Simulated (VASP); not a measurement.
# Te2Mo (P-6m2) in VASP: notebook

Te2Mo is run at these levels: PBE+D3(BJ); tasks: single point, relaxation of cell and atoms.

Everything below comes from runs of VASP 6.6.1. Logs are shortened: lines on timing, memory, paths and dates and some standing lists are left out, and cuts for length are marked.

### 1 The cell of the first run

It takes space group P-6m2 (No. 187, hexagonal). Conventional cell: a = 3.495 Å, b = 3.495 Å, c = 7.624 Å, α = 90.00°, β = 90.00°, γ = 120.00°. Te (site symmetry 3m) has 3 Mo at 2.72 Å and 6 Te at 3.50 Å within 3.6 Å. Within 3.6 Å of Mo (site symmetry -6m2) lie 6 Te at 2.72 Å and 6 Mo at 3.50 Å.

### 2 Single point, PBE+D3(BJ)

Input file INCAR:

```
SYSTEM = Te2Mo
ALGO = Normal ; EDIFF = 1E-7
ENCUT = 520 ; GGA = PE
ISIF = 2 ; ISMEAR = 0
IVDW = 12 ; LASPH = .TRUE.
LCHARG = .FALSE. ; LREAL = .FALSE.
LWAVE = .FALSE. ; NBANDS = 20
NELM = 80 ; PREC = Accurate
SIGMA = 0.02
```

Input file KPOINTS:

```
k-points
0
G
  9 9 4
  0 0 0
```

Input file POSCAR:

```
Te2Mo
1.0
    3.4951629044      0.0000000000      0.0000000000
   -1.7475814522      3.0268998656      0.0000000000
    0.0000000000      0.0000000000      7.6242827834
Te Mo
2 1
Direct
    0.3333333333      0.6666666667      0.7614215276
    0.3333333333      0.6666666667      0.2385784724
    0.0000000000      0.0000000000      0.0000000000
```

Potentials or basis: VASP PAW PBE potentials, release 64 (Te, Mo_sv).

On the command line:

```sh
$ cat potpaw_PBE.64/Te/POTCAR potpaw_PBE.64/Mo_sv/POTCAR > POTCAR
$ mpirun -np 1 vasp_std > vasp.out
```

OUTCAR:

```text
SYSTEM = Te2Mo
   EDIFF = 1E-7
   ENCUT = 520
   GGA = PE
   ISIF = 2
   ISMEAR = 0
   IVDW = 12
   LASPH = .TRUE.
   LREAL = .FALSE.
   NELM = 80
   PREC = Accurate
 IVDW          = 12

 ion  position               nearest neighbor table
   1  0.333  0.667  0.761-   3 2.72   3 2.72   3 2.72   2 3.64
   2  0.333  0.667  0.239-   3 2.72   3 2.72   3 2.72   1 3.64
   3  0.000  0.000  0.000-   1 2.72   2 2.72   1 2.72   2 2.72   1 2.72   2 2.72

  LATTYP: Found a hexagonal cell.
 ALAT       =     3.4951629044
 C/A-ratio  =     2.1813812380

  Lattice vectors:

 A1 = (   3.4951629044,   0.0000000000,   0.0000000000)
 A2 = (  -1.7475814522,   3.0268998656,   0.0000000000)
 A3 = (   0.0000000000,   0.0000000000,   7.6242827834)

Analysis of symmetry for initial positions (statically):
=====================================================================
 Subroutine PRICEL returns:
 Original cell was already a primitive cell.

 Routine SETGRP: Setting up the symmetry group for a
 hexagonal supercell.

 Subroutine GETGRP returns: Found 12 space group operations
 (whereof 12 operations were pure point group operations)
 out of a pool of 24 trial point group operations.

The static configuration has the point symmetry D_3h.

Analysis of symmetry for dynamics (positions and initial velocities):
=====================================================================
 Subroutine PRICEL returns:
 Original cell was already a primitive cell.

 Routine SETGRP: Setting up the symmetry group for a
 hexagonal supercell.

 Subroutine GETGRP returns: Found 12 space group operations
 (whereof 12 operations were pure point group operations)
 out of a pool of 24 trial point group operations.

The dynamic configuration has the point symmetry D_3h.

 Subroutine INISYM returns: Found 12 space group operations
 (whereof 12 operations are pure point group operations),
 and found     1 'primitive' translations

----------------------------------------------------------------------------------------

                                     Primitive cell

  volume of cell :      80.6612

  direct lattice vectors                    reciprocal lattice vectors
     3.495162904  0.000000000  0.000000000     0.286109697  0.165185511  0.000000000
    -1.747581452  3.026899866  0.000000000     0.000000000  0.330371021  0.000000000
     0.000000000  0.000000000  7.624282783     0.000000000  0.000000000  0.131159878

  length of vectors
     3.495162904  3.495162904  7.624282783     0.330371021  0.330371021  0.131159878

  position of ions in fractional coordinates (direct lattice)
     0.333333333  0.666666667  0.761421528
     0.333333333  0.666666667  0.238578472
     0.000000000  0.000000000  0.000000000

  ion indices of the primitive-cell ions
   primitive index   ion index
                 1           1
                 2           2
                 3           3

----------------------------------------------------------------------------------------

 KPOINTS: k-points

Automatic generation of k-mesh.
 Grid dimensions read from file:
 generate k-points for:    9    9    4

 Generating k-lattice:

  Cartesian coordinates                     Fractional coordinates (reciprocal lattice)
     0.031789966  0.018353946  0.000000000     0.111111111 -0.000000000  0.000000000
     0.000000000  0.036707891  0.000000000     0.000000000  0.111111111  0.000000000
     0.000000000  0.000000000  0.032789970     0.000000000  0.000000000  0.250000000

  Length of vectors
     0.036707891  0.036707891  0.032789970

  Shift w.r.t. Gamma in fractional coordinates (k-lattice)
     0.000000000  0.000000000  0.000000000

 Subroutine IBZKPT returns following result:
 ===========================================

 Found     36 irreducible k-points:

 Following reciprocal coordinates:
            Coordinates               Weight
  0.000000  0.000000  0.000000      1.000000
  0.111111  0.000000  0.000000      6.000000
  0.222222  0.000000  0.000000      6.000000
  0.333333  0.000000  0.000000      6.000000
  0.444444  0.000000  0.000000      6.000000
  0.111111  0.111111  0.000000      6.000000
[... 16 lines left out ...]
  0.333333  0.222222  0.250000     24.000000
  0.333333  0.333333  0.250000      4.000000
 [... further k-points ...]
   k-points           NKPTS =     36   k-points in BZ     NKDIM =     36   number of bands    NBANDS=     20
   number of dos      NEDOS =    301   number of ions     NIONS =      3
   total plane-waves  NPLWV =  47040
   dimension x,y,z NGX =    28 NGY =   28 NGZ =   60
   dimension x,y,z NGXF=    56 NGYF=   56 NGZF=  120
   ions per type =               2   1
   NGX,Y,Z   is equivalent  to a cutoff of  13.32, 13.32, 13.08 a.u.
   NGXF,Y,Z  is equivalent  to a cutoff of  26.64, 26.64, 26.17 a.u.
 SYSTEM =  Te2Mo
   PREC   = accura    normal or accurate (medium, high low for compatibility)
   ISTART =      0    job   : 0-new  1-cont  2-samecut
   ICHARG =      2    charge: 1-file 2-atom 10-const
   ISPIN  =      1    spin polarized calculation?
   LNONCOLLINEAR =      F non collinear calculations
   LSORBIT =      F    spin-orbit coupling
   LASPH  =      T    aspherical Exc in radial PAW
   ENCUT  =  520.0 eV  38.22 Ry    6.18 a.u.   6.50  6.50 14.18*2*pi/ulx,y,z
   NELM   =     80;   NELMIN=  2; NELMDL= -5     # of ELM steps
   EDIFF  = 0.1E-06   stopping-criterion for ELM
   LREAL  =      F    real-space projection
   EDIFFG = 0.1E-05   stopping-criterion for IOM
   NSW    =      0    number of steps for IOM
   IBRION =     -1    ionic relax: 0-MD 1-quasi-New 2-CG
   NFREE  =      0    steps in history (QN), initial steepest desc. (CG)
   ISIF   =      2    stress and relaxation
   ISYM   =      2    0-nonsym 1-usesym 2-fastsym
   POTIM  = 0.5000    time-step for ionic-motion
   TEBEG  =    0.0;   TEEND  =   0.0 temperature during run
   PSTRESS=    0.0 pullay stress
   NELECT =      26.0000    total number of electrons
   NUPDOWN=      -1.0000    fix difference up-down
   EMIN   =  10.00;   EMAX   =-10.00  energy-range for DOS
   EFERMI =   0.00;   METHOD = LEGACY
   ISMEAR =     0;   SIGMA  =   0.02  broadening in eV -4-tet -1-fermi 0-gaus
   EFERMI_NEDOS =   21; number of points for ismear=-14 and -15
   IALGO  =     38    algorithm
   IMIX   =      4    mixing-type and parameters
     AMIX     =   0.40;   BMIX     =  1.00
     AMIX_MAG =   1.60;   BMIX_MAG =  1.00
  volume/ion in A,a.u.               =      26.89       181.44
  Fermi-wavevector in a.u.,A,eV,Ry     =   1.122478  2.121176 17.142750  1.259957
  Thomas-Fermi vector in A             =   2.259138
   LORBIT       =      0    0 simple, 1 ext, 2 COOP (PROOUT), +10 PAW based schemes
   GGA     = PE    functional components
   LHFCALC =     F    Hartree Fock is set to
   AEXX    =    0.0000 exact exchange contribution
   IVDW    =    12    specifies the selected vdW correction
   LEPSILON=     F    determine dielectric tensor
   LRPA    =     F    only Hartree local field effects (RPA)
 non-spin polarized calculation
 Gauss-broadening in eV      SIGMA  =   0.02
  energy-cutoff  :      520.00
  volume of cell :       80.66
 maximum number of plane-waves:      2200
 NGX is ok and might be reduce to    28
   NGX = 13   NGY = 13   NGZ = 29

 number of electron      26.0000001 magnetization

 Free energy of the ion-electron system (eV)
  ---------------------------------------------------
  ext. energy  EPLUGINS =         0.00000000
  ---------------------------------------------------
  free energy    TOTEN  =       -17.95451434 eV

  energy without entropy =      -17.95451434  energy(sigma->0) =      -17.95451434

 E-fermi :   7.3408     XC(G=0):  -9.9069

 val. band max:        7.1574005425   @ k =   0.3333   0.3333   0.5000
 cond. band min:       8.1307428527   @ k =   0.2222   0.2222   0.0000
 fundamental gap:      0.9733423102
 Fermi energy:         7.3408316851

 k-point     1 :       0.0000    0.0000    0.0000
  band No.  band energies     occupation
      1     -53.5358      2.00000
      2     -27.7199      2.00000
      3     -27.5662      2.00000
      4     -27.5662      2.00000
      5      -5.6942      2.00000
      6      -4.6190      2.00000
[... 12 lines left out ...]
     19      13.8809      0.00000
     20      15.6145      0.00000

 k-point     2 :       0.1111    0.0000    0.0000
  band No.  band energies     occupation
      1     -53.5346      2.00000
      2     -27.7163      2.00000
      3     -27.5825      2.00000
      4     -27.5700      2.00000
      5      -5.5174      2.00000
      6      -4.4958      2.00000
[... 12 lines left out ...]
     19      14.3634      0.00000
     20      15.7537      0.00000

 k-point     3 :       0.2222    0.0000    0.0000
  band No.  band energies     occupation
      1     -53.5314      2.00000
      2     -27.7073      2.00000
      3     -27.6237      2.00000
      4     -27.5796      2.00000
      5      -5.0162      2.00000
      6      -4.1483      2.00000
[... 12 lines left out ...]
     19      14.3762      0.00000
     20      14.8065      0.00000

 k-point     4 :       0.3333    0.0000    0.0000
  band No.  band energies     occupation
      1     -53.5278      2.00000
      2     -27.6969      2.00000
      3     -27.6702      2.00000
      4     -27.5905      2.00000
      5      -4.3027      2.00000
      6      -3.6649      2.00000
[... 12 lines left out ...]
     19      13.1040      0.00000
     20      13.8274      0.00000

 k-point     5 :       0.4444    0.0000    0.0000
  band No.  band energies     occupation
      1     -53.5255      2.00000
      2     -27.7003      2.00000
      3     -27.6902      2.00000
      4     -27.5976      2.00000
      5      -3.6794      2.00000
      6      -3.2656      2.00000
[... 12 lines left out ...]
     19      13.2552      0.00000
     20      13.4272      0.00000

 k-point     6 :       0.1111    0.1111    0.0000
  band No.  band energies     occupation
      1     -53.5324      2.00000
      2     -27.7100      2.00000
      3     -27.6099      2.00000
      4     -27.5781      2.00000
      5      -5.1778      2.00000
      6      -4.2598      2.00000
[... 12 lines left out ...]
     19      15.0925      0.00000
     20      15.1760      0.00000

 k-point     7 :       0.2222    0.1111    0.0000
  band No.  band energies     occupation
      1     -53.5290      2.00000
      2     -27.7003      2.00000
      3     -27.6503      2.00000
      4     -27.5917      2.00000
      5      -4.5637      2.00000
      6      -3.8377      2.00000
[... 12 lines left out ...]
     19      13.5678      0.00000
     20      15.0526      0.00000
[... 277 lines left out ...]
 k-point    20 :       0.3333    0.1111    0.2500
  band No.  band energies     occupation
      1     -53.5260      2.00000
      2     -27.6918      2.00000
      3     -27.6855      2.00000
      4     -27.6039      2.00000
      5      -3.8157      2.00000
      6      -3.4343      2.00000
[... 12 lines left out ...]
     19      13.9469      0.00000
     20      14.5749      0.00000

 k-point    21 :       0.4444    0.1111    0.2500
  band No.  band energies     occupation
      1     -53.5249      2.00000
      2     -27.6993      2.00000
      3     -27.6884      2.00000
      4     -27.6087      2.00000
      5      -3.4668      2.00000
      6      -3.2027      2.00000
[... 12 lines left out ...]
     19      13.9908      0.00000
     20      14.4142      0.00000

 k-point    22 :       0.2222    0.2222    0.2500
  band No.  band energies     occupation
      1     -53.5263      2.00000
      2     -27.6924      2.00000
      3     -27.6730      2.00000
      4     -27.6130      2.00000
      5      -3.8924      2.00000
      6      -3.4797      2.00000
[... 12 lines left out ...]
     19      14.1292      0.00000
     20      14.6398      0.00000

 k-point    23 :       0.3333    0.2222    0.2500
  band No.  band energies     occupation
      1     -53.5245      2.00000
      2     -27.6872      2.00000
      3     -27.6840      2.00000
      4     -27.6307      2.00000
      5      -3.3882      2.00000
      6      -3.1324      2.00000
[... 12 lines left out ...]
     19      13.3428      0.00000
     20      14.6217      0.00000

 k-point    24 :       0.3333    0.3333    0.2500
  band No.  band energies     occupation
      1     -53.5238      2.00000
      2     -27.6854      2.00000
      3     -27.6709      2.00000
      4     -27.6538      2.00000
      5      -3.2083      2.00000
      6      -2.9998      2.00000
[... 12 lines left out ...]
     19      12.2063      0.00000
     20      15.0438      0.00000

 [... further k-points ...]

------------------------ aborting loop because EDIFF is reached ----------------------------------------

 Edisp (eV)   -1.49824

 E8    (eV) :    -0.6913

  FORCE on cell =-STRESS in cart. coord.  units (eV):
  Direction    XX          YY          ZZ          XY          YZ          ZX
  --------------------------------------------------------------------------------------
  -------------------------------------------------------------------------------------
  Total      -0.00787    -0.00787     0.03958     0.00000    -0.00000     0.00000
  in kB      -0.15642    -0.15642     0.78620     0.00000    -0.00000     0.00000
  external pressure =        0.16 kB  Pullay stress =        0.00 kB

 VOLUME and BASIS-vectors are now :
 -----------------------------------------------------------------------------
  energy-cutoff  :      520.00
  volume of cell :       80.66
      direct lattice vectors                 reciprocal lattice vectors
     3.495162904  0.000000000  0.000000000     0.286109697  0.165185511  0.000000000
    -1.747581452  3.026899866  0.000000000     0.000000000  0.330371021  0.000000000
     0.000000000  0.000000000  7.624282783     0.000000000  0.000000000  0.131159878

 POSITION                                       TOTAL-FORCE (eV/Angst)
 -----------------------------------------------------------------------------------
     -0.00000      2.01793      5.80529        -0.000000      0.000000     -0.013224
     -0.00000      2.01793      1.81899        -0.000000      0.000000      0.013224
      0.00000      0.00000      0.00000         0.000000     -0.000000      0.000000
 -----------------------------------------------------------------------------------
    total drift:                                0.000000     -0.000000      0.000000

  FREE ENERGIE OF THE ION-ELECTRON SYSTEM (eV)
  ---------------------------------------------------
  free  energy   TOTEN  =       -19.4527592128 eV

  energy  without entropy=      -19.4527592128  energy(sigma->0) =      -19.45275921
```

Wall time 64 s (1 thread of AMD EPYC 7R43 (Zen 3), shared host); peak memory 0.21 GiB.

What came out:

```
Free energy                : -19.4528 eV
Pressure                   : 0.0 GPa
Largest force              : 0.013 eV/Å
Band gap on the k mesh     : 0.97 eV, indirect (least direct gap 1.18 eV)
Dispersion energy per atom : -0.499 eV
```

Forces in eV/Å, atoms in the order of the input:
```
Te   0.000  0.000 -0.013
Te   0.000  0.000  0.013
Mo   0.000  0.000  0.000
```

Stress tensor (GPa, compression positive):
```
-0.02  0.00  0.00
 0.00 -0.02  0.00
 0.00  0.00  0.08
```

Levels at points of the mesh, in eV from the valence-band top:
```csv
k point,band 11,band 12,band 13,band 14,band 15,band 16
"(0.00, 0.00, 0.00)",-0.98,-0.85,-0.85,3.24,3.24,3.38
"(0.00, 0.00, 0.50)",-0.87,-0.87,-0.23,3.11,3.11,3.52
```

Caveat: spin-orbit coupling is left out, which moves the levels of the heavy elements. A k mesh can miss the band edges.

[end of part 1 of 2]
